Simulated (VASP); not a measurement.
Write the native input for VASP 6.6.1 that does the following.

```yaml
Task: relaxation of cell and atoms
Functional: PBEsol
Potentials_or_basis: VASP PAW PBE potentials, release 64 (Ir)
Cutoff: 500 eV
k_mesh: 18 × 18 × 10
Occupations: fermi-dirac, width 0.15 eV
Spin: no spin polarisation
Target_pressure: 8 GPa
Dipole_correction: no
Further_INCAR_settings: ALGO = Normal; EDIFF = 1e-07; IBRION = 2; EDIFFG = -0.001; NSW = 80; ISIF = 3
```

The structure of Ir lies in POSCAR:

```
Ir
1.0
    2.7140807566      0.0000000000      0.0000000000
   -1.3570403783      2.3504628831      0.0000000000
    0.0000000000      0.0000000000      4.3990959669
Ir
2
Direct
    0.6666666667      0.3333333333      0.7500000000
    0.3333333333      0.6666666667      0.2500000000
```

This isn't the form of Ir at room conditions, which is fcc.

These files were run (other wordings do the same):

INCAR

```
SYSTEM = Ir
ALGO = Normal ; EDIFF = 1E-7
EDIFFG = -0.001 ; ENCUT = 500
GGA = PS ; GGA_COMPAT = .False.
IBRION = 2 ; ISIF = 3
ISMEAR = -1 ; LASPH = .True.
LCHARG = .False. ; LREAL = .False.
LWAVE = .False. ; NELM = 120
NELMIN = 4 ; NSW = 80
PREC = Accurate ; PSTRESS = 80.0
SIGMA = 0.15
```

KPOINTS

```
k-points
0
Gamma
  18 18 10
  0 0 0
```

Potentials or basis: VASP PAW PBE potentials, release 64 (Ir).

Command:

```bash
$ cat potpaw_PBE.64/Ir/POTCAR > POTCAR
$ mpirun -np 1 vasp_std > vasp.out
```

It gave:

The relaxed volume is 13.90 Å³/atom, the relaxed cell is a = 2.705 Å, b = 2.705 Å, c = 4.386 Å, α = 90.00°, β = 90.00°, γ = 120.00° and the space group after relaxing (to 0.1 Å) is P6_3/mmc (No. 194). The energy change on relaxing (the run minimises the enthalpy) is +5.1 meV/atom and the ionic steps are 6. The pressure after relaxing is 8.0 GPa and the band gap on the k mesh is zero (bands 9 and 10 overlap by 3.47 eV).

Caveat: the cell is relaxed towards a set pressure, so the run minimises the enthalpy, not the energy; the PAW data sets were made with another functional, which shifts forces and pressure a little; spin-orbit coupling is left out, which moves the levels of the heavy elements.

Run time: 4.3 min on 1 thread of Intel Xeon 8259CL, with other jobs on the host, peak memory 0.2 GiB.
